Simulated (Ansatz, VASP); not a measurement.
# AlRu in VASP and in Ansatz

Contents of INCAR:

```
SYSTEM = AlRu
PREC = Accurate ; ENCUT = 520
EDIFF = 1E-6 ; ISMEAR = 0
SIGMA = 0.15 ; LREAL = .False.
LASPH = .True. ; NELM = 60
ALGO = Fast ; ISIF = 2
LWAVE = .False. ; LCHARG = .False.
GGA = PS ; NBANDS = 16
```

The input KPOINTS:

```
regular mesh
0
Gamma
  20 20 20
  0 0 0
```

The input POSCAR:

```
AlRu
1.0
    2.9764078228      0.0000000000      0.0000000000
    0.0000000000      2.7978233534      0.0000000000
    0.0000000000      0.0000000000      2.9764078228
Al Ru
1 1
Direct
    0.0000000000      0.0000000000      0.0000000000
    0.5000000000      0.5000000000      0.5000000000
```

Input for Ansatz:

```yaml
crystal:
  lattice:
    - [2.9764078228, 0.0, 0.0]
    - [0.0, 2.7978233534, 0.0]
    - [0.0, 0.0, 2.9764078228]
  atoms:
    - { symbol: Al, position: [0.0, 0.0, 0.0] }
    - { symbol: Ru, position: [0.5, 0.5, 0.5] }
basis:
  ecutwfc: 420
kpoints:
  mp_grid: { grid: [20, 20, 20] }
hamiltonian:
  xc: pbesol
scf:
  occupations: { method: gaussian, width: 0.15 }
output:
  forces: true
  stress: true
  eigenvalues: true
```

Change from the starting cell: strain -0.0600 x Voigt [0, 1, 0, 0, 0, 0], atoms carried along.

Alike in both runs: task single point; functional PBEsol; k mesh 20 × 20 × 20; occupations gaussian, width 0.15 eV; no spin polarisation.

|  | VASP | Ansatz |
| --- | --- | --- |
| version | VASP 6.6.1 | Ansatz 0.2.0 |
| potentials or method | VASP PAW PBE potentials, release 64 (Al, Ru_pv), cutoff 520 eV | scalar-relativistic, plane waves, PAW |
| valence electrons in the cell | 17 | 19 |

|  | VASP | Ansatz | Ansatz less VASP |
| --- | --- | --- | --- |
| gap on the k mesh at the Fermi level (eV) | none | none | - |
| pressure (GPa) | 16.3 | 16.1 | -0.23 |
| traceless stress, the component that is largest in VASP (GPa) | 9.49 | 9.45 | -0.031 |

VASP's potentials were made for PBE, not for PBEsol. A gap of «none» marks a metal or a gap that the smearing closes. The functional is the same, so the differences come from potentials, cutoffs and numerics. VASP's potentials hold 17 valence electrons a cell and Ansatz's 19, so a difference there can come from the potentials and not from the codes.
